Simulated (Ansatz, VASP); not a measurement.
# PtSe2: VASP beside Ansatz

Contents of INCAR:

```
  PREC = Accurate
  ENCUT = 520
  EDIFF = 1E-6
  ISMEAR = 0
  SIGMA = 0.15
  LREAL = False
  LASPH = True
  NELM = 100
  ALGO = Normal
  ISIF = 2
  LWAVE = False
  LCHARG = True
  GGA = PS
  LELF = True
  LVHAR = True
  NBANDS = 18
```

File KPOINTS:

```
Automatic mesh
0
Gamma
  12 12 10
```

POSCAR

```
PtSe2
1.0
    3.7607249071      0.0000000000      0.0000000000
   -1.8803624535      3.2568833062      0.0000000000
    0.0000000000      0.0000000000      4.8633103101
Pt Se
1 2
Direct
    0.0000000000      0.0000000000      0.0000000000
    0.3333333333      0.6666666667      0.2606754608
    0.6666666667      0.3333333333      0.7393245392
```

Input for Ansatz:

```yaml
crystal:
  lattice:
    - [3.7607249071, 0.0, 0.0]
    - [-1.8803624535, 3.2568833062, 0.0]
    - [0.0, 0.0, 4.8633103101]
  atoms:
    - { symbol: Pt, position: [0.0, 0.0, 0.0] }
    - { symbol: Se, position: [0.3333333333, 0.6666666667, 0.2606754608] }
    - { symbol: Se, position: [0.6666666667, 0.3333333333, 0.7393245392] }
basis:
  ecutwfc: 420
kpoints:
  mp_grid: { grid: [12, 12, 10] }
hamiltonian:
  xc: pbesol
scf:
  occupations: { method: gaussian, width: 0.15 }
output:
  forces: true
  stress: true
  eigenvalues: true
  write_density: true
  write_potential: true
  elf: true
  volumetric_format: npy
```

Alike in both runs: task single point; functional PBEsol; k mesh 12 × 12 × 10; occupations gaussian, width 0.15 eV; no spin polarisation.

|  | VASP | Ansatz |
| --- | --- | --- |
| version | VASP 6.6.1 | Ansatz 0.2.0 |
| potentials or method | VASP PAW PBE potentials, release 64 (Pt, Se), cutoff 520 eV | scalar-relativistic, plane waves, PAW |
| valence electrons in the cell | 22 | 50 |

|  | VASP | Ansatz | Ansatz less VASP |
| --- | --- | --- | --- |
| gap on the k mesh at the Fermi level (eV) | none | none | - |
| pressure (GPa) | 0.1 | 0.0 | -0.08 |
| rms of the force components (eV/Å) | 0.008 | 0.002 | -0.0068 |

VASP's potentials were made for PBE, not for PBEsol. Atom by atom the forces differ by 0.007 eV/Å (rms over components). A gap of «none» marks a metal or a gap that the smearing closes. VASP's potentials hold 22 valence electrons a cell and Ansatz's 50, so a difference there can come from the potentials and not from the codes.

Spin-orbit coupling is off throughout.
